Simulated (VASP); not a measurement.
# Fe in VASP: notebook

Fe is run at these levels: PBEsol; tasks: single point.

Everything below comes from runs of VASP 6.6.1. Logs are shortened: lines on timing, memory, paths and dates and some standing lists are left out, and cuts for length are marked.

### Step 1. The cell of the first run

The typed cell holds 4 atoms: a = 4.022 Å, b = 4.022 Å, c = 3.458 Å, α = 90.00°, β = 90.00°, γ = 128.82°.

### Step 2. Single point, PBEsol, collinear spin, ferromagnetic start

INCAR

```
ALGO = Normal
EDIFF = 1E-6
ENCUT = 690
GGA = PS
GGA_COMPAT = False
ISIF = 2
ISMEAR = 0
ISPIN = 2
LASPH = True
LCHARG = False
LMAXMIX = 4
LORBIT = 11
LREAL = False
LWAVE = False
MAGMOM = 0.28 0.28 0.28 0.28
NBANDS = 44
NELM = 200
PREC = Accurate
SIGMA = 0.1
```

KPOINTS

```
k-points
0
Gamma
  6 6 4
```

POSCAR

```
Fe
1.0
    1.7368619369     -3.6270946917      0.0000000000
    1.7368619369      3.6270946917      0.0000000000
    0.0000000000      0.0000000000      3.4577529700
Fe
4
Direct
    0.1481633000      0.8518367000      0.0000177608
    0.6481633000      0.3518367000      0.4999822392
    0.8518367000      0.1481633000      0.9999822392
    0.3518367000      0.6481633000      0.5000177608
```

Potentials or basis: VASP PAW PBE potentials, release 64 (Fe_sv).

Launch:

```bash
> cat potpaw_PBE.64/Fe_sv/POTCAR > POTCAR
> mpirun -np 1 vasp_std > vasp.out
```

OUTCAR:

```text
EDIFF = 1E-6
   ENCUT = 690
   GGA = PS
   ISIF = 2
   ISMEAR = 0
   ISPIN = 2
   LASPH = True
   LORBIT = 11
   LREAL = False
   NELM = 200
   PREC = Accurate

 ion  position               nearest neighbor table
   1  0.148  0.852  0.000-   3 2.15   4 2.27   4 2.27   3 2.28   3 2.28   2 2.45   2 2.45   2 2.45
                             2 2.45
   2  0.648  0.352  0.500-   4 2.15   3 2.27   3 2.27   4 2.28   4 2.28   1 2.45   1 2.45   1 2.45
                             1 2.45
   3  0.852  0.148  1.000-   1 2.15   2 2.27   2 2.27   1 2.28   1 2.28   4 2.45   4 2.45   4 2.45
                             4 2.45
   4  0.352  0.648  0.500-   2 2.15   1 2.27   1 2.27   2 2.28   2 2.28   3 2.45   3 2.45   3 2.45
                             3 2.45

  LATTYP: Found a base centered orthorhombic cell.
 ALAT       =     3.4737238738
 B/A-ratio  =     2.0883034020
 C/A-ratio  =     0.9954023681

  Lattice vectors:

 A1 = (   1.7368619369,  -3.6270946917,   0.0000000000)
 A2 = (   1.7368619369,   3.6270946917,   0.0000000000)
 A3 = (   0.0000000000,   0.0000000000,   3.4577529700)

Analysis of symmetry for initial positions (statically):
=====================================================================
 Subroutine PRICEL returns:
 Original cell was already a primitive cell.

 Routine SETGRP: Setting up the symmetry group for a
 base centered orthorhombic supercell.

 Subroutine GETGRP returns: Found  8 space group operations
 (whereof  4 operations were pure point group operations)
 out of a pool of  8 trial point group operations.

The static configuration has the point symmetry C_2h.
 The point group associated with its full space group is D_2h.

Analysis of symmetry for dynamics (positions and initial velocities):
=====================================================================
 Subroutine PRICEL returns:
 Original cell was already a primitive cell.

 Routine SETGRP: Setting up the symmetry group for a
 base centered orthorhombic supercell.

 Subroutine GETGRP returns: Found  8 space group operations
 (whereof  4 operations were pure point group operations)
 out of a pool of  8 trial point group operations.

The dynamic configuration has the point symmetry C_2h.
 The point group associated with its full space group is D_2h.

Analysis of structural, dynamic, and magnetic symmetry:
=====================================================================
 Subroutine PRICEL returns:
 Original cell was already a primitive cell.

 Routine SETGRP: Setting up the symmetry group for a
 base centered orthorhombic supercell.

 Subroutine GETGRP returns: Found  8 space group operations
 (whereof  4 operations were pure point group operations)
 out of a pool of  8 trial point group operations.

The overall configuration has the point symmetry C_2h.
 The point group associated with its full space group is D_2h.

 Subroutine INISYM returns: Found  8 space group operations
 (whereof  4 operations are pure point group operations),
 and found     1 'primitive' translations

----------------------------------------------------------------------------------------

                                     Primitive cell

  volume of cell :      43.5660

  direct lattice vectors                    reciprocal lattice vectors
     1.736861937 -3.627094692  0.000000000     0.287875501 -0.137851378  0.000000000
     1.736861937  3.627094692  0.000000000     0.287875501  0.137851378  0.000000000
     0.000000000  0.000000000  3.457752970     0.000000000  0.000000000  0.289205160

  length of vectors
     4.021505351  4.021505351  3.457752970     0.319179113  0.319179113  0.289205160

  position of ions in fractional coordinates (direct lattice)
     0.148163300  0.851836700  0.000017761
     0.648163300  0.351836700  0.499982239
     0.851836700  0.148163300  0.999982239
     0.351836700  0.648163300  0.500017761

  ion indices of the primitive-cell ions
   primitive index   ion index
                 1           1
                 2           2
                 3           3
                 4           4

[... 26 lines left out ...]
 Following reciprocal coordinates:
            Coordinates               Weight
  0.000000  0.000000  0.000000      1.000000
  0.166667  0.000000  0.000000      4.000000
  0.333333 -0.000000  0.000000      4.000000
  0.500000  0.000000  0.000000      2.000000
  0.166667  0.166667  0.000000      2.000000
  0.333333  0.166667  0.000000      4.000000
[... 16 lines left out ...]
  0.333333  0.333333  0.250000      4.000000
  0.500000  0.333333  0.250000      8.000000
 [... further k-points ...]
   k-points           NKPTS =     39   k-points in BZ     NKDIM =     39   number of bands    NBANDS=     44
   number of dos      NEDOS =    301   number of ions     NIONS =      4
   total plane-waves  NPLWV =  38880
   dimension x,y,z NGX =    36 NGY =   36 NGZ =   30
   dimension x,y,z NGXF=    72 NGYF=   72 NGZF=   60
   ions per type =               4
   NGX,Y,Z   is equivalent  to a cutoff of  14.88, 14.88, 14.42 a.u.
   NGXF,Y,Z  is equivalent  to a cutoff of  29.76, 29.76, 28.85 a.u.
 SYSTEM =  unknown system
   PREC   = accura    normal or accurate (medium, high low for compatibility)
   ISTART =      0    job   : 0-new  1-cont  2-samecut
   ICHARG =      2    charge: 1-file 2-atom 10-const
   ISPIN  =      2    spin polarized calculation?
   LNONCOLLINEAR =      F non collinear calculations
   LSORBIT =      F    spin-orbit coupling
   LASPH  =      T    aspherical Exc in radial PAW
   ENCUT  =  690.0 eV  50.71 Ry    7.12 a.u.   8.61  8.61  7.41*2*pi/ulx,y,z
   NELM   =    200;   NELMIN=  2; NELMDL= -5     # of ELM steps
   EDIFF  = 0.1E-05   stopping-criterion for ELM
   LREAL  =      F    real-space projection
   EDIFFG = 0.1E-04   stopping-criterion for IOM
   NSW    =      0    number of steps for IOM
   IBRION =     -1    ionic relax: 0-MD 1-quasi-New 2-CG
   NFREE  =      0    steps in history (QN), initial steepest desc. (CG)
   ISIF   =      2    stress and relaxation
   ISYM   =      2    0-nonsym 1-usesym 2-fastsym
   POTIM  = 0.5000    time-step for ionic-motion
   TEBEG  =    0.0;   TEEND  =   0.0 temperature during run
   PSTRESS=    0.0 pullay stress
   NELECT =      64.0000    total number of electrons
   NUPDOWN=      -1.0000    fix difference up-down
   EMIN   =  10.00;   EMAX   =-10.00  energy-range for DOS
   EFERMI =   0.00;   METHOD = LEGACY
   ISMEAR =     0;   SIGMA  =   0.10  broadening in eV -4-tet -1-fermi 0-gaus
   EFERMI_NEDOS =   21; number of points for ismear=-14 and -15
   IALGO  =     38    algorithm
   IMIX   =      4    mixing-type and parameters
     AMIX     =   0.40;   BMIX     =  1.00
     AMIX_MAG =   1.60;   BMIX_MAG =  1.00
  volume/ion in A,a.u.               =      10.89        73.50
  Fermi-wavevector in a.u.,A,eV,Ry     =   1.861025  3.516826 47.122587  3.463412
  Thomas-Fermi vector in A             =   2.908908
   LORBIT       =     11    0 simple, 1 ext, 2 COOP (PROOUT), +10 PAW based schemes
   GGA     = PS    functional components
   LHFCALC =     F    Hartree Fock is set to
   AEXX    =    0.0000 exact exchange contribution
   IVDW    =     0    specifies the selected vdW correction
   LEPSILON=     F    determine dielectric tensor
   LRPA    =     F    only Hartree local field effects (RPA)
 spin polarized calculation
 Gauss-broadening in eV      SIGMA  =   0.10
  energy-cutoff  :      690.00
  volume of cell :       43.57
 maximum number of plane-waves:      1821
 NGX is ok and might be reduce to    36
   NGX = 17   NGY = 17   NGZ = 15

 number of electron      63.9999974 magnetization      -0.0000944

 number of electron      63.9999974 magnetization       0.0001421

 Free energy of the ion-electron system (eV)
  ---------------------------------------------------
  ext. energy  EPLUGINS =         0.00000000
  ---------------------------------------------------
  free energy    TOTEN  =       -34.46647567 eV

  energy without entropy =      -34.44308326  energy(sigma->0) =      -34.45477947

 E-fermi :  12.5593     XC(G=0): -14.0726

 val. band max:       12.5525584116   @ k =   0.1667   0.0000   0.0000
 cond. band min:      12.5634596546   @ k =   0.0000   0.0000   0.2500
 fundamental gap:      0.0109012430
 Fermi energy:        12.5593235711

 spin component 1

 k-point     1 :       0.0000    0.0000    0.0000
  band No.  band energies     occupation
      1     -74.3619      1.00000
      2     -74.1976      1.00000
      3     -74.1189      1.00000
      4     -74.1019      1.00000
      5     -41.0333      1.00000
      6     -40.7439      1.00000
[... 1117 lines left out ...]
     43      25.8972      0.00000
     44      27.0804      0.00000

 [... further k-points ...]

 spin component 2

 k-point     1 :       0.0000    0.0000    0.0000
  band No.  band energies     occupation
      1     -74.3618      1.00000
      2     -74.1976      1.00000
      3     -74.1189      1.00000
      4     -74.1019      1.00000
      5     -41.0333      1.00000
      6     -40.7439      1.00000
[... 1117 lines left out ...]
     43      25.8972      0.00000
     44      27.0804      0.00000

 [... further k-points ...]

------------------------ aborting loop because EDIFF is reached ----------------------------------------

  FORCE on cell =-STRESS in cart. coord.  units (eV):
  Direction    XX          YY          ZZ          XY          YZ          ZX
  --------------------------------------------------------------------------------------
  -------------------------------------------------------------------------------------
  Total       -0.4440103     -0.4769040     -0.4380591      0.0000000     -0.0000000      0.0000000
  in kB      -16.3288441    -17.5385384    -16.1099854      0.0000000     -0.0000000      0.0000000
  external PRESSURE =     -16.6591226 kB  Pullay stress =       0.0000000 kB

 VOLUME and BASIS-vectors are now :
 -----------------------------------------------------------------------------
  energy-cutoff  :      690.00
  volume of cell :       43.57
      direct lattice vectors                 reciprocal lattice vectors
     1.736861937 -3.627094692  0.000000000     0.287875501 -0.137851378  0.000000000
     1.736861937  3.627094692  0.000000000     0.287875501  0.137851378  0.000000000
     0.000000000  0.000000000  3.457752970     0.000000000  0.000000000  0.289205160

 POSITION                                       TOTAL-FORCE (eV/Angst)
 -----------------------------------------------------------------------------------
      1.73686      2.55229      0.00006         0.000000     -0.029387     -0.000905
      1.73686     -1.07480      1.72882         0.000000     -0.029387      0.000905
      1.73686     -2.55229      3.45769         0.000000      0.029387      0.000905
      1.73686      1.07480      1.72894         0.000000      0.029387     -0.000905
 -----------------------------------------------------------------------------------
    total drift:                               -0.000000     -0.000000      0.000000

  FREE ENERGIE OF THE ION-ELECTRON SYSTEM (eV)
  ---------------------------------------------------
  free  energy   TOTEN  =       -34.4664756692 eV

  energy  without entropy=      -34.4430832611  energy(sigma->0) =      -34.45477947

 total charge

# of ion       s       p       d       tot
------------------------------------------
    1        2.221   6.049   5.595  13.865
    2        2.221   6.049   5.595  13.865
    3        2.221   6.049   5.595  13.865
    4        2.221   6.049   5.595  13.865
--------------------------------------------------
tot          8.882  24.195  22.382  55.459

 magnetization (x)

# of ion       s       p       d       tot
------------------------------------------
    1        0.000   0.000   0.000   0.000
    2        0.000   0.000   0.000   0.000
    3        0.000   0.000   0.000   0.000
    4        0.000   0.000   0.000   0.000
--------------------------------------------------
tot          0.000   0.000   0.000   0.000
```

Wall time 99 s (1 thread of AMD EPYC 9R45 (Zen 5), shared host); peak memory 0.27 GiB.

What came out:

```
Free energy                                           : -34.4665 eV
Pressure                                              : -1.7 GPa
Largest force                                         : 0.029 eV/Å
Band gap on the k mesh                                : zero (filled and empty bands overlap)
Net moment                                            : 0.00 μB per cell
Valence electrons inside the program's atomic spheres : Fe 13.87
```

Forces in eV/Å, atoms in the order of the input:
```
Fe   0.000 -0.029 -0.001
Fe   0.000 -0.029  0.001
Fe   0.000  0.029  0.001
Fe   0.000  0.029 -0.001
```

Stress tensor (GPa, compression positive):
```
-1.63  0.00  0.00
 0.00 -1.75  0.00
 0.00  0.00 -1.61
```

Levels at points of the mesh, in eV from the Fermi level:
Spin up:
```csv
k point,band 28,band 29,band 30,band 31,band 32,band 33,band 34,band 35,band 36,band 37
"(0.00, 0.00, 0.00)",-0.88,-0.85,-0.17,-0.09,-0.08,1.00,1.12,1.26,1.37,1.46
"(0.50, 0.00, 0.00)",-1.64,-0.84,-0.84,-0.58,-0.58,-0.02,-0.02,0.86,0.86,1.17
"(0.50, 0.50, 0.00)",-1.49,-1.14,-0.03,0.97,0.98,1.18,1.27,1.29,1.31,1.35
"(0.00, 0.00, 0.50)",-1.43,-0.93,-0.93,-0.68,-0.68,-0.66,-0.66,0.34,0.34,0.92
"(0.50, 0.00, 0.50)",-1.52,-1.15,-1.15,-0.33,-0.33,0.50,0.50,1.12,1.12,2.16
"(0.50, 0.50, 0.50)",-1.76,-1.16,-1.16,-0.50,-0.50,0.56,0.56,1.37,1.37,2.04
```
Spin down:
| k point | band 29 | band 30 | band 31 | band 32 | band 33 | band 34 | band 35 | band 36 |
| --- | --- | --- | --- | --- | --- | --- | --- | --- |
| (0.00, 0.00, 0.00) | -0.85 | -0.17 | -0.09 | -0.08 | 1.00 | 1.12 | 1.26 | 1.37 |
| (0.50, 0.00, 0.00) | -0.84 | -0.84 | -0.58 | -0.58 | -0.02 | -0.02 | 0.86 | 0.86 |
| (0.50, 0.50, 0.00) | -1.14 | -0.03 | 0.97 | 0.98 | 1.18 | 1.27 | 1.29 | 1.31 |
| (0.00, 0.00, 0.50) | -0.93 | -0.93 | -0.68 | -0.68 | -0.66 | -0.66 | 0.34 | 0.34 |
| (0.50, 0.00, 0.50) | -1.15 | -1.15 | -0.33 | -0.33 | 0.50 | 0.50 | 1.12 | 1.12 |
| (0.50, 0.50, 0.50) | -1.16 | -1.16 | -0.50 | -0.50 | 0.56 | 0.56 | 1.37 | 1.37 |

Caveat: the k points lie up to 0.45 Å⁻¹ apart, too coarse for converged energies and pressures of a metal; the PAW data sets were made with another functional, which shifts forces and pressure a little.

(Part 1 of 2 ends here.)

The gap in the log of VASP goes by the Fermi energy; the results here count the filled bands.